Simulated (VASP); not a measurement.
# Ti in VASP: notebook

Ti is run at these levels: PBEsol; tasks: single point.

Everything below comes from runs of VASP 6.6.1. Logs are shortened: lines on timing, memory, paths and dates and some standing lists are left out, and cuts for length are marked.

### 1 The cell of the first run

The cell holds a slab with vacuum, 5 atoms: a = 2.900 Å, b = 2.900 Å, c = 24.182 Å, α = 90.00°, β = 90.00°, γ = 120.00°.

### 2 Single point, PBEsol

INCAR reads:

```
PREC = Accurate
ENCUT = 520
EDIFF = 1E-6
ISMEAR = 0
SIGMA = 0.1
LREAL = False
LASPH = True
NELM = 80
ALGO = Fast
ISIF = 2
LWAVE = False
LCHARG = True
LDIPOL = True
IDIPOL = 3
DIPOL = 0.5 0.5 0.500
GGA = PS
LELF = True
LVHAR = True
LVACPOTAV = True
NBANDS = 38
```

KPOINTS reads:

```
regular mesh
0
Gamma
  12 12 1
```

POSCAR reads:

```
Ti
1.0
    2.9004758374      0.0000000000      0.0000000000
   -1.4502379187      2.5118857582      0.0000000000
    0.0000000000      0.0000000000     24.1818425069
Ti
5
Direct
    0.3333333333      0.6666666667      0.3101500640
    0.6666666667      0.3333333333      0.4050750320
    0.3333333333      0.6666666667      0.5000000000
    0.6666666667      0.3333333333      0.5949249680
    0.3333333333      0.6666666667      0.6898499360
```

Potentials or basis: VASP PAW PBE potentials, release 64 (Ti_sv).

Command:

```
> cat potpaw_PBE.64/Ti_sv/POTCAR > POTCAR
> mpirun -np 1 vasp_std > vasp.out
```

OUTCAR:

```text
PREC = Accurate
   ENCUT = 520
   EDIFF = 1E-6
   ISMEAR = 0
   LREAL = False
   LASPH = True
   NELM = 80
   ISIF = 2
   GGA = PS

 ion  position               nearest neighbor table
   1  0.333  0.667  0.310-   2 2.84   2 2.84   2 2.84
   2  0.667  0.333  0.405-   1 2.84   3 2.84   1 2.84   3 2.84   1 2.84   3 2.84
   3  0.333  0.667  0.500-   2 2.84   4 2.84   2 2.84   4 2.84   2 2.84   4 2.84
   4  0.667  0.333  0.595-   3 2.84   5 2.84   3 2.84   5 2.84   3 2.84   5 2.84
   5  0.333  0.667  0.690-   4 2.84   4 2.84   4 2.84

  LATTYP: Found a hexagonal cell.
 ALAT       =     2.9004758374
 C/A-ratio  =     8.3371983987

  Lattice vectors:

 A1 = (   2.9004758374,   0.0000000000,   0.0000000000)
 A2 = (  -1.4502379187,   2.5118857582,   0.0000000000)
 A3 = (   0.0000000000,   0.0000000000,  24.1818425069)

Analysis of symmetry for initial positions (statically):
=====================================================================
 Subroutine PRICEL returns:
 Original cell was already a primitive cell.

 Routine SETGRP: Setting up the symmetry group for a
 hexagonal supercell.

 Subroutine GETGRP returns: Found 12 space group operations
 (whereof 12 operations were pure point group operations)
 out of a pool of 24 trial point group operations.

The static configuration has the point symmetry D_3h.

Analysis of symmetry for dynamics (positions and initial velocities):
=====================================================================
 Subroutine PRICEL returns:
 Original cell was already a primitive cell.

 Routine SETGRP: Setting up the symmetry group for a
 hexagonal supercell.

 Subroutine GETGRP returns: Found 12 space group operations
 (whereof 12 operations were pure point group operations)
 out of a pool of 24 trial point group operations.

The dynamic configuration has the point symmetry D_3h.

 Subroutine INISYM returns: Found 12 space group operations
 (whereof 12 operations are pure point group operations),
 and found     1 'primitive' translations

----------------------------------------------------------------------------------------

                                     Primitive cell

  volume of cell :     176.1808

  direct lattice vectors                    reciprocal lattice vectors
     2.900475837  0.000000000  0.000000000     0.344771016  0.199053639  0.000000000
    -1.450237919  2.511885758  0.000000000     0.000000000  0.398107277  0.000000000
     0.000000000  0.000000000 24.181842507     0.000000000  0.000000000  0.041353342

  length of vectors
     2.900475837  2.900475837 24.181842507     0.398107277  0.398107277  0.041353342

  position of ions in fractional coordinates (direct lattice)
     0.333333333  0.666666667  0.310150064
     0.666666667  0.333333333  0.405075032
     0.333333333  0.666666667  0.500000000
     0.666666667  0.333333333  0.594924968
     0.333333333  0.666666667  0.689849936

  ion indices of the primitive-cell ions
   primitive index   ion index
                 1           1
                 2           2
                 3           3
                 4           4
                 5           5

----------------------------------------------------------------------------------------

 KPOINTS: regular mesh

Automatic generation of k-mesh.
 Grid dimensions read from file:
 generate k-points for:   12   12    1

 Generating k-lattice:

  Cartesian coordinates                     Fractional coordinates (reciprocal lattice)
     0.028730918  0.016587803  0.000000000     0.083333333 -0.000000000  0.000000000
     0.000000000  0.033175606  0.000000000     0.000000000  0.083333333  0.000000000
     0.000000000  0.000000000  0.041353342     0.000000000  0.000000000  1.000000000

  Length of vectors
     0.033175606  0.033175606  0.041353342

  Shift w.r.t. Gamma in fractional coordinates (k-lattice)
     0.000000000  0.000000000  0.000000000

 Subroutine IBZKPT returns following result:
 ===========================================

 Found     19 irreducible k-points:

 Following reciprocal coordinates:
            Coordinates               Weight
  0.000000  0.000000  0.000000      1.000000
  0.083333  0.000000  0.000000      6.000000
  0.166667  0.000000  0.000000      6.000000
  0.250000  0.000000  0.000000      6.000000
  0.333333  0.000000  0.000000      6.000000
  0.416667  0.000000  0.000000      6.000000
[... 11 lines left out ...]
  0.333333  0.250000  0.000000     12.000000
  0.333333  0.333333  0.000000      2.000000
   k-points           NKPTS =     19   k-points in BZ     NKDIM =     19   number of bands    NBANDS=     38
   number of dos      NEDOS =    301   number of ions     NIONS =      5
   total plane-waves  NPLWV = 103680
   dimension x,y,z NGX =    24 NGY =   24 NGZ =  180
   dimension x,y,z NGXF=    48 NGYF=   48 NGZF=  360
   ions per type =               5
   NGX,Y,Z   is equivalent  to a cutoff of  13.76, 13.76, 12.37 a.u.
   NGXF,Y,Z  is equivalent  to a cutoff of  27.51, 27.51, 24.75 a.u.
 SYSTEM =  unknown system
   PREC   = accura    normal or accurate (medium, high low for compatibility)
   ISTART =      0    job   : 0-new  1-cont  2-samecut
   ICHARG =      2    charge: 1-file 2-atom 10-const
   ISPIN  =      1    spin polarized calculation?
   LNONCOLLINEAR =      F non collinear calculations
   LSORBIT =      F    spin-orbit coupling
   LASPH  =      T    aspherical Exc in radial PAW
   ENCUT  =  520.0 eV  38.22 Ry    6.18 a.u.   5.39  5.39 44.96*2*pi/ulx,y,z
   NELM   =     80;   NELMIN=  2; NELMDL= -5     # of ELM steps
   EDIFF  = 0.1E-05   stopping-criterion for ELM
   LREAL  =      F    real-space projection
   EDIFFG = 0.1E-04   stopping-criterion for IOM
   NSW    =      0    number of steps for IOM
   IBRION =     -1    ionic relax: 0-MD 1-quasi-New 2-CG
   NFREE  =      0    steps in history (QN), initial steepest desc. (CG)
   ISIF   =      2    stress and relaxation
   ISYM   =      2    0-nonsym 1-usesym 2-fastsym
   POTIM  = 0.5000    time-step for ionic-motion
   TEBEG  =    0.0;   TEEND  =   0.0 temperature during run
   PSTRESS=    0.0 pullay stress
   NELECT =      60.0000    total number of electrons
   NUPDOWN=      -1.0000    fix difference up-down
   EMIN   =  10.00;   EMAX   =-10.00  energy-range for DOS
   EFERMI =   0.00;   METHOD = LEGACY
   ISMEAR =     0;   SIGMA  =   0.10  broadening in eV -4-tet -1-fermi 0-gaus
   EFERMI_NEDOS =   21; number of points for ismear=-14 and -15
   IALGO  =     68    algorithm
   IMIX   =      4    mixing-type and parameters
     AMIX     =   0.40;   BMIX     =  1.00
     AMIX_MAG =   1.60;   BMIX_MAG =  1.00
  volume/ion in A,a.u.               =      35.24       237.79
  Fermi-wavevector in a.u.,A,eV,Ry     =   1.143244  2.160419 17.782919  1.307008
  Thomas-Fermi vector in A             =   2.279940
   LORBIT       =      0    0 simple, 1 ext, 2 COOP (PROOUT), +10 PAW based schemes
   GGA     = PS    functional components
   LHFCALC =     F    Hartree Fock is set to
   AEXX    =    0.0000 exact exchange contribution
   IVDW    =     0    specifies the selected vdW correction
   LEPSILON=     F    determine dielectric tensor
   LRPA    =     F    only Hartree local field effects (RPA)
 non-spin polarized calculation
 RMM-DIIS sequential band-by-band and
 Gauss-broadening in eV      SIGMA  =   0.10
  energy-cutoff  :      520.00
  volume of cell :      176.18
 maximum number of plane-waves:      4841
 NGX is ok and might be reduce to    24
   NGX = 11   NGY = 11   NGZ = 89

 dipolmoment           0.000000      0.000000      0.000000 electrons x Angstroem

 number of electron      59.9999991 magnetization

 dipolmoment           0.000000      0.000000     -0.000000 electrons x Angstroem

 Free energy of the ion-electron system (eV)
  ---------------------------------------------------
  ext. energy  EPLUGINS =         0.00000000
  ---------------------------------------------------
  free energy    TOTEN  =       -39.65009506 eV

  energy without entropy =      -39.59953830  energy(sigma->0) =      -39.62481668

 E-fermi :   1.8171     XC(G=0):  -6.4773

 val. band max:        1.8166030596   @ k =   0.3333   0.3333   0.0000
 cond. band min:       1.8241122479   @ k =   0.3333   0.0000   0.0000
 fundamental gap:      0.0075091884
 Fermi energy:         1.8170765961

 k-point     1 :       0.0000    0.0000    0.0000
  band No.  band energies     occupation
      1     -54.8593      2.00000
      2     -54.8588      2.00000
      3     -54.6801      2.00000
      4     -54.6316      2.00000
      5     -54.5651      2.00000
      6     -31.4519      2.00000
[... 30 lines left out ...]
     37       2.6379      0.00000
     38       2.9787      0.00000

 k-point     2 :       0.0833    0.0000    0.0000
  band No.  band energies     occupation
      1     -54.8532      2.00000
      2     -54.8528      2.00000
      3     -54.6731      2.00000
      4     -54.6264      2.00000
      5     -54.5612      2.00000
      6     -31.4381      2.00000
[... 30 lines left out ...]
     37       2.8164      0.00000
     38       2.8919      0.00000

 k-point     3 :       0.1667    0.0000    0.0000
  band No.  band energies     occupation
      1     -54.8366      2.00000
      2     -54.8363      2.00000
      3     -54.6536      2.00000
      4     -54.6121      2.00000
      5     -54.5511      2.00000
      6     -31.4000      2.00000
[... 30 lines left out ...]
     37       2.9103      0.00000
     38       3.1156      0.00000

 k-point     4 :       0.2500    0.0000    0.0000
  band No.  band energies     occupation
      1     -54.8138      2.00000
      2     -54.8137      2.00000
      3     -54.6259      2.00000
      4     -54.5924      2.00000
      5     -54.5381      2.00000
      6     -31.3496      2.00000
[... 30 lines left out ...]
     37       3.0976      0.00000
     38       3.4317      0.00000
[... 498 lines left out ...]
      4     -54.5529      2.00000
      5     -54.5185      2.00000
      6     -31.3380      2.00000
[... 30 lines left out ...]
     37       3.0472      0.00000
     38       3.3353      0.00000

 k-point    18 :       0.3333    0.2500    0.0000
  band No.  band energies     occupation
      1     -54.7597      2.00000
      2     -54.7597      2.00000
      3     -54.5492      2.00000
      4     -54.5457      2.00000
      5     -54.5178      2.00000
      6     -31.3371      2.00000
[... 30 lines left out ...]
     37       3.2849      0.00000
     38       3.4585      0.00000

 k-point    19 :       0.3333    0.3333    0.0000
  band No.  band energies     occupation
      1     -54.7567      2.00000
      2     -54.7566      2.00000
      3     -54.5431      2.00000
      4     -54.5430      2.00000
      5     -54.5184      2.00000
      6     -31.2919      2.00000
[... 30 lines left out ...]
     37       3.3896      0.00000
     38       3.4932      0.00000

------------------------ aborting loop because EDIFF is reached ----------------------------------------

  FORCE on cell =-STRESS in cart. coord.  units (eV):
  Direction    XX          YY          ZZ          XY          YZ          ZX
  --------------------------------------------------------------------------------------
  -------------------------------------------------------------------------------------
  Total       -1.9674135     -1.9674135     -2.5023817      0.0000000      0.0000000      0.0000000
  in kB      -17.8915397    -17.8915397    -22.7565080      0.0000000      0.0000000      0.0000000
  external PRESSURE =     -19.5131958 kB  Pullay stress =       0.0000000 kB

 VOLUME and BASIS-vectors are now :
 -----------------------------------------------------------------------------
  energy-cutoff  :      520.00
  volume of cell :      176.18
      direct lattice vectors                 reciprocal lattice vectors
     2.900475837  0.000000000  0.000000000     0.344771016  0.199053639  0.000000000
    -1.450237919  2.511885758  0.000000000     0.000000000  0.398107277  0.000000000
     0.000000000  0.000000000 24.181842507     0.000000000  0.000000000  0.041353342

 POSITION                                       TOTAL-FORCE (eV/Angst)
 -----------------------------------------------------------------------------------
     -0.00000      1.67459      7.50000        -0.000000      0.000000      0.602405
      1.45024      0.83730      9.79546         0.000000      0.000000     -0.701809
     -0.00000      1.67459     12.09092         0.000000      0.000000      0.000000
      1.45024      0.83730     14.38638         0.000000      0.000000      0.701809
     -0.00000      1.67459     16.68184        -0.000000      0.000000     -0.602405
 -----------------------------------------------------------------------------------
    total drift:                                0.000000     -0.000000     -0.000000

  FREE ENERGIE OF THE ION-ELECTRON SYSTEM (eV)
  ---------------------------------------------------
  free  energy   TOTEN  =       -39.6500950636 eV

  energy  without entropy=      -39.5995383024  energy(sigma->0) =      -39.62481668

 vacuum level on the upper side and lower side of the slab         6.431         6.431
```

It took 16 min on 1 thread of Intel Xeon Platinum 8259CL at 2.50GHz (Skylake/Cascade Lake), shared host; peak memory 0.35 GiB.

Results:

```
Free energy            : -39.6501 eV
Largest force          : 0.702 eV/Å
Band gap on the k mesh : zero (bands 30 and 31 overlap by 1.04 eV)
```

Forces in eV/Å, atoms in the order of the input:
```
Ti   0.000  0.000  0.602
Ti   0.000  0.000 -0.702
Ti   0.000  0.000  0.000
Ti   0.000  0.000  0.702
Ti   0.000  0.000 -0.602
```

Caveat: the PAW data sets were made with another functional, which shifts forces and pressure a little.

### 3 Single point, PBEsol

INCAR reads:

```
PREC     = Accurate       # precision mode
ENCUT    = 520            # plane-wave cutoff, eV
EDIFF    = 1E-6           # SCF threshold, eV
ISMEAR   = 0              # smearing method
SIGMA    = 0.1            # smearing width, eV
LREAL    = False          # projectors in reciprocal space
LASPH    = True           # aspherical terms in the spheres
NELM     = 80             # most SCF steps
ALGO     = Fast           # electronic algorithm
ISIF     = 2              # what is computed and relaxed
LWAVE    = False          # write WAVECAR
LCHARG   = False          # write CHGCAR
LDIPOL   = True         
IDIPOL   = 3            
DIPOL    = 0.5 0.5 0.500
GGA      = PS             # functional
NBANDS   = 38             # bands
```

KPOINTS is that of step 2.

POSCAR reads:

```
Ti
1.0
    2.9004758374      0.0000000000      0.0000000000
   -1.4502379187      2.5118857582      0.0000000000
    0.0000000000      0.0000000000     24.1818425069
Ti
5
Direct
    0.3333333333      0.6666666667      0.3146108177
    0.6666666667      0.3333333333      0.4029096865
    0.3333333333      0.6666666667      0.4999999701
    0.6666666667      0.3333333333      0.5970903178
    0.3333333333      0.6666666667      0.6853892079
```

Potentials or basis: VASP PAW PBE potentials, release 64 (Ti_sv).

Command:

```
> cat potpaw_PBE.64/Ti_sv/POTCAR > POTCAR
> mpirun -np 1 vasp_std > vasp.out
```

Wall time 14 min (1 thread of Intel Xeon Platinum 8259CL at 2.50GHz (Skylake/Cascade Lake), shared host); peak memory 0.35 GiB.

It converged, with:

- Free energy: -39.7684 eV
- Largest force: 0.033 eV/Å
- Band gap on the k mesh: zero (bands 30 and 31 overlap by 1.02 eV)

Forces in eV/Å, atoms in the order of the input:
```
Ti   0.000  0.000  0.033
Ti   0.000  0.000 -0.023
Ti   0.000  0.000  0.000
Ti   0.000  0.000  0.023
Ti   0.000  0.000 -0.033
```

Levels at points of the mesh, in eV from the Fermi level:
```
           k point  band 26  band 27  band 28  band 29  band 30  band 31  band 32  band 33  band 34  band 35
(0.00, 0.00, 0.00)    -0.28    -0.14     0.44     0.45     0.62     0.63     0.67     0.67     0.72     0.72
(0.50, 0.00, 0.00)    -1.55    -1.15    -0.97    -0.77     0.25     0.48     0.61     0.93     1.16     1.20
```

Caveat: the PAW data sets were made with another functional, which shifts forces and pressure a little.
